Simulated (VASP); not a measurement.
# AlN (P6_3/mmc) in VASP: notebook

Runs on AlN. Level: PBE. Tasks: single point.

Everything below comes from runs of VASP 6.6.1. Logs are shortened: lines on timing, memory, paths and dates and some standing lists are left out, and cuts for length are marked.

## Step 1: The cell of the first run

It takes space group P6_3/mmc (No. 194, hexagonal). Conventional cell: a = 3.226 Å, b = 3.226 Å, c = 4.418 Å, α = 90.00°, β = 90.00°, γ = 120.00°. Within 2.5 Å of Al (site symmetry -6m2) lie 5 N at 1.86 to 2.21 Å. N (site symmetry -6m2) has 5 Al at 1.86 to 2.21 Å within 2.5 Å.

## Step 2: Single point, PBE (volume 9.954 Å^3 an atom, c/a of the conventional cell 1.3693)

File INCAR:

```
SYSTEM = AlN
PREC = Accurate ; ENCUT = 520
EDIFF = 1E-6 ; ISMEAR = 0
SIGMA = 0.05 ; LREAL = .False.
LASPH = .True. ; NELM = 100
ALGO = Normal ; ISIF = 2
LWAVE = .False. ; LCHARG = .False.
GGA = PE ; NBANDS = 16
```

File KPOINTS:

```
Automatic mesh
0
Gamma
  9 9 6
  0 0 0
```

File POSCAR:

```
AlN
1.0
    3.2261015587      0.0000000000      0.0000000000
   -1.6130507794      2.7938859050      0.0000000000
    0.0000000000      0.0000000000      4.4175008644
Al N
2 2
Direct
    0.3333333333      0.6666666667      0.7500000000
    0.6666666667      0.3333333333      0.2500000000
    0.3333333333      0.6666666667      0.2500000000
    0.6666666667      0.3333333333      0.7500000000
```

Potentials or basis: VASP PAW PBE potentials, release 64 (Al, N).

The run is started by

```sh
cat potpaw_PBE.64/Al/POTCAR potpaw_PBE.64/N/POTCAR > POTCAR
mpirun -np 1 vasp_std > vasp.out
```

OUTCAR:

```text
SYSTEM = AlN
   PREC = Accurate
   ENCUT = 520
   EDIFF = 1E-6
   ISMEAR = 0
   LREAL = .False.
   LASPH = .True.
   NELM = 100
   ISIF = 2
   GGA = PE

 ion  position               nearest neighbor table
   1  0.333  0.667  0.750-   4 1.86   4 1.86   4 1.86   3 2.21   3 2.21   2 2.89   2 2.89   2 2.89
                             2 2.89   2 2.89   2 2.89
   2  0.667  0.333  0.250-   3 1.86   3 1.86   3 1.86   4 2.21   4 2.21   1 2.89   1 2.89   1 2.89
                             1 2.89   1 2.89   1 2.89
   3  0.333  0.667  0.250-   2 1.86   2 1.86   2 1.86   1 2.21   1 2.21
   4  0.667  0.333  0.750-   1 1.86   1 1.86   1 1.86   2 2.21   2 2.21

  LATTYP: Found a hexagonal cell.
 ALAT       =     3.2261015587
 C/A-ratio  =     1.3693000000

  Lattice vectors:

 A1 = (   3.2261015587,   0.0000000000,   0.0000000000)
 A2 = (  -1.6130507794,   2.7938859050,   0.0000000000)
 A3 = (   0.0000000000,   0.0000000000,   4.4175008644)

Analysis of symmetry for initial positions (statically):
[... 10 lines left out ...]

The static configuration has the point symmetry D_3d.
 The point group associated with its full space group is D_6h.

Analysis of symmetry for dynamics (positions and initial velocities):
[... 10 lines left out ...]

The dynamic configuration has the point symmetry D_3d.
 The point group associated with its full space group is D_6h.

 Subroutine INISYM returns: Found 24 space group operations
[... 5 lines left out ...]
                                     Primitive cell

  volume of cell :      39.8165

  direct lattice vectors                    reciprocal lattice vectors
     3.226101559  0.000000000  0.000000000     0.309971643  0.178962211  0.000000000
    -1.613050779  2.793885905  0.000000000     0.000000000  0.357924423  0.000000000
     0.000000000  0.000000000  4.417500864     0.000000000  0.000000000  0.226372338

  length of vectors
     3.226101559  3.226101559  4.417500864     0.357924423  0.357924423  0.226372338

  position of ions in fractional coordinates (direct lattice)
     0.333333333  0.666666667  0.750000000
     0.666666667  0.333333333  0.250000000
     0.333333333  0.666666667  0.250000000
     0.666666667  0.333333333  0.750000000

  ion indices of the primitive-cell ions
   primitive index   ion index
                 1           1
                 2           2
                 3           3
                 4           4

----------------------------------------------------------------------------------------

 KPOINTS: Automatic mesh

Automatic generation of k-mesh.
 Grid dimensions read from file:
 generate k-points for:    9    9    6

 Generating k-lattice:

  Cartesian coordinates                     Fractional coordinates (reciprocal lattice)
     0.034441294  0.019884690  0.000000000     0.111111111  0.000000000  0.000000000
     0.000000000  0.039769380  0.000000000     0.000000000  0.111111111  0.000000000
     0.000000000  0.000000000  0.037728723     0.000000000  0.000000000  0.166666667

  Length of vectors
     0.039769380  0.039769380  0.037728723

  Shift w.r.t. Gamma in fractional coordinates (k-lattice)
     0.000000000  0.000000000  0.000000000

 Subroutine IBZKPT returns following result:
 ===========================================

 Found     48 irreducible k-points:

 Following reciprocal coordinates:
            Coordinates               Weight
  0.000000  0.000000  0.000000      1.000000
  0.111111  0.000000  0.000000      6.000000
  0.222222  0.000000  0.000000      6.000000
  0.333333  0.000000  0.000000      6.000000
  0.444444  0.000000  0.000000      6.000000
  0.111111  0.111111  0.000000      6.000000
[... 16 lines left out ...]
  0.333333  0.222222  0.166667     24.000000
  0.333333  0.333333  0.166667      4.000000
 [... further k-points ...]
   k-points           NKPTS =     48   k-points in BZ     NKDIM =     48   number of bands    NBANDS=     16
   number of dos      NEDOS =    301   number of ions     NIONS =      4
   total plane-waves  NPLWV =  20736
   dimension x,y,z NGX =    24 NGY =   24 NGZ =   36
   dimension x,y,z NGXF=    48 NGYF=   48 NGZF=   72
   ions per type =               2   2
   NGX,Y,Z   is equivalent  to a cutoff of  12.37, 12.37, 13.55 a.u.
   NGXF,Y,Z  is equivalent  to a cutoff of  24.74, 24.74, 27.10 a.u.
 SYSTEM =  AlN
   PREC   = accura    normal or accurate (medium, high low for compatibility)
   ISTART =      0    job   : 0-new  1-cont  2-samecut
   ICHARG =      2    charge: 1-file 2-atom 10-const
   ISPIN  =      1    spin polarized calculation?
   LNONCOLLINEAR =      F non collinear calculations
   LSORBIT =      F    spin-orbit coupling
   LASPH  =      T    aspherical Exc in radial PAW
   ENCUT  =  520.0 eV  38.22 Ry    6.18 a.u.   6.00  6.00  8.21*2*pi/ulx,y,z
   NELM   =    100;   NELMIN=  2; NELMDL= -5     # of ELM steps
   EDIFF  = 0.1E-05   stopping-criterion for ELM
   LREAL  =      F    real-space projection
   EDIFFG = 0.1E-04   stopping-criterion for IOM
   NSW    =      0    number of steps for IOM
   IBRION =     -1    ionic relax: 0-MD 1-quasi-New 2-CG
   NFREE  =      0    steps in history (QN), initial steepest desc. (CG)
   ISIF   =      2    stress and relaxation
   ISYM   =      2    0-nonsym 1-usesym 2-fastsym
   POTIM  = 0.5000    time-step for ionic-motion
   TEBEG  =    0.0;   TEEND  =   0.0 temperature during run
   PSTRESS=    0.0 pullay stress
   NELECT =      16.0000    total number of electrons
   NUPDOWN=      -1.0000    fix difference up-down
   EMIN   =  10.00;   EMAX   =-10.00  energy-range for DOS
   EFERMI =   0.00;   METHOD = LEGACY
   ISMEAR =     0;   SIGMA  =   0.05  broadening in eV -4-tet -1-fermi 0-gaus
   EFERMI_NEDOS =   21; number of points for ismear=-14 and -15
   IALGO  =     38    algorithm
   IMIX   =      4    mixing-type and parameters
     AMIX     =   0.40;   BMIX     =  1.00
     AMIX_MAG =   1.60;   BMIX_MAG =  1.00
  volume/ion in A,a.u.               =       9.95        67.17
  Fermi-wavevector in a.u.,A,eV,Ry     =   1.208074  2.282930 19.856940  1.459444
  Thomas-Fermi vector in A             =   2.343693
   LORBIT       =      0    0 simple, 1 ext, 2 COOP (PROOUT), +10 PAW based schemes
   GGA     = PE    functional components
   LHFCALC =     F    Hartree Fock is set to
   AEXX    =    0.0000 exact exchange contribution
   IVDW    =     0    specifies the selected vdW correction
   LEPSILON=     F    determine dielectric tensor
   LRPA    =     F    only Hartree local field effects (RPA)
 non-spin polarized calculation
 Gauss-broadening in eV      SIGMA  =   0.05
  energy-cutoff  :      520.00
  volume of cell :       39.82
 maximum number of plane-waves:      1104
 NGX is ok and might be reduce to    24
   NGX = 11   NGY = 11   NGZ = 17

 number of electron      16.0000002 magnetization

 Free energy of the ion-electron system (eV)
  ---------------------------------------------------
  ext. energy  EPLUGINS =         0.00000000
  ---------------------------------------------------
  free energy    TOTEN  =       -29.22761093 eV

  energy without entropy =      -29.22761093  energy(sigma->0) =      -29.22761093

 E-fermi :   8.4181     XC(G=0): -11.1590

 val. band max:        8.1685380062   @ k =   0.0000   0.0000   0.0000
 cond. band min:      11.2530634769   @ k =   0.0000   0.0000   0.0000
 fundamental gap:      3.0845254707
 Fermi energy:         8.4181383562

 k-point     1 :       0.0000    0.0000    0.0000
  band No.  band energies     occupation
      1      -8.8095      2.00000
      2      -5.6447      2.00000
      3       0.9673      2.00000
      4       4.9060      2.00000
      5       4.9060      2.00000
      6       6.1780      2.00000
[... 8 lines left out ...]
     15      19.2378      0.00000
     16      20.1066      0.00000

 k-point     2 :       0.1111    0.0000    0.0000
  band No.  band energies     occupation
      1      -8.6609      2.00000
      2      -5.6047      2.00000
      3       1.1334      2.00000
      4       4.3397      2.00000
      5       4.7127      2.00000
      6       5.6478      2.00000
[... 8 lines left out ...]
     15      19.6172      0.00000
     16      19.7183      0.00000

 k-point     3 :       0.2222    0.0000    0.0000
  band No.  band energies     occupation
      1      -8.2364      2.00000
      2      -5.5327      2.00000
      3       1.6183      2.00000
      4       3.1156      2.00000
      5       4.3162      2.00000
      6       4.6401      2.00000
[... 8 lines left out ...]
     15      18.6530      0.00000
     16      19.7360      0.00000

 k-point     4 :       0.3333    0.0000    0.0000
  band No.  band energies     occupation
      1      -7.6121      2.00000
      2      -5.5622      2.00000
      3       1.9693      2.00000
      4       2.3674      2.00000
      5       3.7154      2.00000
      6       3.9529      2.00000
[... 8 lines left out ...]
     15      19.8666      0.00000
     16      19.9858      0.00000

 k-point     5 :       0.4444    0.0000    0.0000
  band No.  band energies     occupation
      1      -6.9959      2.00000
      2      -5.7796      2.00000
      3       1.3301      2.00000
      4       3.1550      2.00000
      5       3.1731      2.00000
      6       3.7463      2.00000
[... 8 lines left out ...]
     15      20.0193      0.00000
     16      21.4260      0.00000

 k-point     6 :       0.1111    0.1111    0.0000
  band No.  band energies     occupation
      1      -8.3740      2.00000
      2      -5.5481      2.00000
      3       1.4593      2.00000
      4       3.6809      2.00000
      5       3.9865      2.00000
      6       5.2290      2.00000
[... 8 lines left out ...]
     15      18.8313      0.00000
     16      19.9437      0.00000
[... 267 lines left out ...]
 k-point    21 :       0.4444    0.1111    0.1667
  band No.  band energies     occupation
      1      -6.7086      2.00000
      2      -5.8989      2.00000
      3       1.0368      2.00000
      4       2.4473      2.00000
      5       3.2237      2.00000
      6       4.3449      2.00000
[... 8 lines left out ...]
     15      19.5833      0.00000
     16      21.3860      0.00000

 k-point    22 :       0.2222    0.2222    0.1667
  band No.  band energies     occupation
      1      -7.1658      2.00000
      2      -5.7245      2.00000
      3       1.7795      2.00000
      4       2.0672      2.00000
      5       3.7095      2.00000
      6       3.9967      2.00000
[... 8 lines left out ...]
     15      19.3979      0.00000
     16      21.1770      0.00000

 k-point    23 :       0.3333    0.2222    0.1667
  band No.  band energies     occupation
      1      -6.6145      2.00000
      2      -5.9015      2.00000
      3       1.4024      2.00000
      4       2.2085      2.00000
      5       2.8972      2.00000
      6       4.5765      2.00000
[... 8 lines left out ...]
     15      19.2393      0.00000
     16      21.2171      0.00000

 k-point    24 :       0.3333    0.3333    0.1667
  band No.  band energies     occupation
      1      -6.1896      2.00000
      2      -6.1896      2.00000
      3       1.4834      2.00000
      4       2.3724      2.00000
      5       2.3724      2.00000
      6       4.4134      2.00000
[... 8 lines left out ...]
     15      18.9634      0.00000
     16      21.0544      0.00000

 [... further k-points ...]
[... 5 lines left out ...]
  --------------------------------------------------------------------------------------
  -------------------------------------------------------------------------------------
  Total        2.1877496      2.1877496     -1.2362927     -0.0000000      0.0000000      0.0000000
  in kB       88.0328661     88.0328661    -49.7471894     -0.0000000      0.0000000      0.0000000
  external PRESSURE =      42.1061810 kB  Pullay stress =       0.0000000 kB

 VOLUME and BASIS-vectors are now :
 -----------------------------------------------------------------------------
  energy-cutoff  :      520.00
  volume of cell :       39.82
      direct lattice vectors                 reciprocal lattice vectors
     3.226101559  0.000000000  0.000000000     0.309971643  0.178962211  0.000000000
    -1.613050779  2.793885905  0.000000000     0.000000000  0.357924423  0.000000000
     0.000000000  0.000000000  4.417500864     0.000000000  0.000000000  0.226372338

 POSITION                                       TOTAL-FORCE (eV/Angst)
 -----------------------------------------------------------------------------------
     -0.00000      1.86259      3.31313        -0.000000     -0.000000     -0.000000
      1.61305      0.93130      1.10438         0.000000     -0.000000     -0.000000
     -0.00000      1.86259      1.10438         0.000000     -0.000000      0.000000
      1.61305      0.93130      3.31313        -0.000000      0.000000      0.000000
 -----------------------------------------------------------------------------------
    total drift:                               -0.000000      0.000000      0.000000

  FREE ENERGIE OF THE ION-ELECTRON SYSTEM (eV)
  ---------------------------------------------------
  free  energy   TOTEN  =       -29.2276109294 eV

  energy  without entropy=      -29.2276109294  energy(sigma->0) =      -29.22761093
```

It took 8.3 s on 1 thread of Intel Xeon 6975P-C (Granite Rapids), shared host; peak memory 0.15 GiB.

What came out:

```yaml
Free_energy: -29.2276 eV
Pressure: 4.2 GPa
Band_gap_on_the_k_mesh: 3.08 eV, direct
```

Stress tensor (GPa, compression positive):
```
 8.80  0.00  0.00
 0.00  8.80  0.00
 0.00  0.00 -4.97
```

## Step 3: Single point, PBE (volume 9.954 Å^3 an atom, c/a of the conventional cell 1.3332)

File INCAR:

```
ALGO     = Normal         # electronic algorithm
EDIFF    = 1E-7           # SCF threshold, eV
ENCUT    = 520            # plane-wave cutoff, eV
GGA      = PE             # functional
ISIF     = 2              # what is computed and relaxed
ISMEAR   = 0              # smearing method
LASPH    = True           # aspherical terms in the spheres
LCHARG   = True           # write CHGCAR
LELF     = True           # ELF
LREAL    = False          # projectors in reciprocal space
LVHAR    = True         
LWAVE    = False          # write WAVECAR
NBANDS   = 16             # bands
NELM     = 60             # most SCF steps
PREC     = Accurate       # precision mode
SIGMA    = 0.05           # smearing width, eV
```

File KPOINTS:

```
k-points
0
Gamma
  9 9 6
```

File POSCAR:

```
AlN
1.0
    3.2549611003      0.0000000000      0.0000000000
   -1.6274805502      2.8188790011      0.0000000000
    0.0000000000      0.0000000000      4.3395141389
Al N
2 2
Direct
    0.3333333333      0.6666666667      0.7500000000
    0.6666666667      0.3333333333      0.2500000000
    0.3333333333      0.6666666667      0.2500000000
    0.6666666667      0.3333333333      0.7500000000
```

Potentials or basis: VASP PAW PBE potentials, release 64 (Al, N).

The run is started by

```sh
cat potpaw_PBE.64/Al/POTCAR potpaw_PBE.64/N/POTCAR > POTCAR
mpirun -np 1 vasp_std > vasp.out
```

It took 8.6 s on 1 thread of Intel Xeon 6975P-C (Granite Rapids), shared host; peak memory 0.15 GiB.

It converged, with:

```
Free energy            : -29.2784 eV
Pressure               : 2.3 GPa
Band gap on the k mesh : 3.13 eV, direct
```

Stress tensor (GPa, compression positive):
```
 5.33  0.00  0.00
 0.00  5.33  0.00
 0.00  0.00 -3.87
```

Levels at points of the mesh, in eV from the valence-band top:
```csv
k point,band 6,band 7,band 8,band 9,band 10,band 11
"(0.00, 0.00, 0.00)",-1.88,-1.88,0.00,3.13,4.50,8.40
"(0.00, 0.00, 0.50)",-2.61,-2.61,-2.61,5.55,5.55,8.65
```

## Step 4: Single point, PBE (volume 9.954 Å^3 an atom, c/a of the conventional cell 1.1980)

File INCAR:

```
SYSTEM = AlN
PREC = Accurate ; ENCUT = 520
EDIFF = 1E-6 ; ISMEAR = 0
SIGMA = 0.05 ; LREAL = .False.
LASPH = .True. ; NELM = 100
ALGO = Normal ; ISIF = 2
LWAVE = .False. ; LCHARG = .False.
GGA = PE ; NBANDS = 16
```

File KPOINTS:

```
regular mesh
0
Gamma
  9 9 6
  0 0 0
```

File POSCAR:

```
AlN
1.0
    3.3730695677      0.0000000000      0.0000000000
   -1.6865347839      2.9211639344      0.0000000000
    0.0000000000      0.0000000000      4.0409373421
Al N
2 2
Direct
    0.3333333333      0.6666666667      0.7500000000
    0.6666666667      0.3333333333      0.2500000000
    0.3333333333      0.6666666667      0.2500000000
    0.6666666667      0.3333333333      0.7500000000
```

The run is started by

```sh
cat potpaw_PBE.64/Al/POTCAR potpaw_PBE.64/N/POTCAR > POTCAR
mpirun -np 1 vasp_std > vasp.out
```

It took 12 s on 1 thread of Intel Xeon 6975P-C (Granite Rapids), shared host; peak memory 0.16 GiB.

The run converged. Its results:

* Free energy: -29.2734 eV
* Pressure: -0.6 GPa
* Band gap on the k mesh: 3.42 eV, direct

Stress tensor (GPa, compression positive):
```
-4.07  0.00  0.00
 0.00 -4.07  0.00
 0.00  0.00  6.31
```

Levels at points of the mesh, in eV from the valence-band top:
```tsv
k point	band 4	band 5	band 6	band 7	band 8	band 9	band 10	band 11	band 12	band 13
(0.00, 0.00, 0.00)	-3.20	-3.20	-1.26	-1.26	0.00	3.42	4.45	8.20	8.20	11.51
(0.00, 0.00, 0.50)	-3.56	-2.27	-2.27	-2.27	-2.27	5.85	5.85	8.30	8.30	8.30
```

## Step 5: Single point, PBE (volume 10.352 Å^3 an atom, c/a of the conventional cell 1.3693)

File INCAR:

```
SYSTEM = AlN
PREC     = Accurate       ! precision mode
ENCUT    = 520            ! plane-wave cutoff, eV
EDIFF    = 1E-6           ! SCF threshold, eV
ISMEAR   = 0              ! smearing method
SIGMA    = 0.05           ! smearing width, eV
LREAL    = .False.        ! projectors in reciprocal space
LASPH    = .True.         ! aspherical terms in the spheres
NELM     = 60             ! most SCF steps
ALGO     = Normal         ! electronic algorithm
ISIF     = 2              ! what is computed and relaxed
LWAVE    = .False.        ! write WAVECAR
LCHARG   = .True.         ! write CHGCAR
GGA      = PE             ! functional
LELF     = .True.         ! ELF
LVHAR    = .True.       
NBANDS   = 16             ! bands
```

File KPOINTS:

```
Automatic mesh
0
Gamma
  9 9 6
  0 0 0
```

File POSCAR:

```
AlN
1.0
    3.2685239501      0.0000000000      0.0000000000
   -1.6342619751      2.8306247736      0.0000000000
    0.0000000000      0.0000000000      4.4755898448
Al N
2 2
Direct
    0.3333333333      0.6666666667      0.7500000000
    0.6666666667      0.3333333333      0.2500000000
    0.3333333333      0.6666666667      0.2500000000
    0.6666666667      0.3333333333      0.7500000000
```

The run is started by

```sh
cat potpaw_PBE.64/Al/POTCAR potpaw_PBE.64/N/POTCAR > POTCAR
mpirun -np 1 vasp_std > vasp.out
```

It took 8.8 s on 1 thread of Intel Xeon 6975P-C (Granite Rapids), shared host; peak memory 0.16 GiB.

The run converged. Its results:

- Free energy: -29.2294 eV
- Pressure: -3.7 GPa
- Band gap on the k mesh: 2.77 eV, direct

Stress tensor (GPa, compression positive):
```
-0.79  0.00  0.00
 0.00 -0.79  0.00
 0.00  0.00 -9.63
```

Levels at points of the mesh, in eV from the valence-band top:
| k point | band 6 | band 7 | band 8 | band 9 | band 10 | band 11 |
| --- | --- | --- | --- | --- | --- | --- |
| (0.00, 0.00, 0.00) | -1.93 | -1.93 | 0.00 | 2.77 | 4.29 | 8.32 |
| (0.00, 0.00, 0.50) | -2.57 | -2.57 | -2.57 | 5.24 | 5.24 | 8.61 |

## Step 6: The runs side by side

| cell | gap on the mesh (eV) | pressure (GPa) |
| --- | --- | --- |
| a = 3.226, b = 3.226, c = 4.418 Å, angles 90.0, 90.0, 120.0°, 4 atoms | 3.08 | 4.2 |
| a = 3.255, b = 3.255, c = 4.340 Å, angles 90.0, 90.0, 120.0°, 4 atoms | 3.13 | 2.3 |
| a = 3.373, b = 3.373, c = 4.041 Å, angles 90.0, 90.0, 120.0°, 4 atoms | 3.42 | -0.6 |
| a = 3.269, b = 3.269, c = 4.476 Å, angles 90.0, 90.0, 120.0°, 4 atoms | 2.77 | -3.7 |

Alike in all rows: task single point; level PBE; potentials or basis VASP PAW PBE potentials, release 64 (Al, N); no spin polarisation; k mesh 9 × 9 × 6; cutoff (eV) 520; smearing gaussian 0.05 eV.

Absolute energies hang on the potentials; compare differences alone.
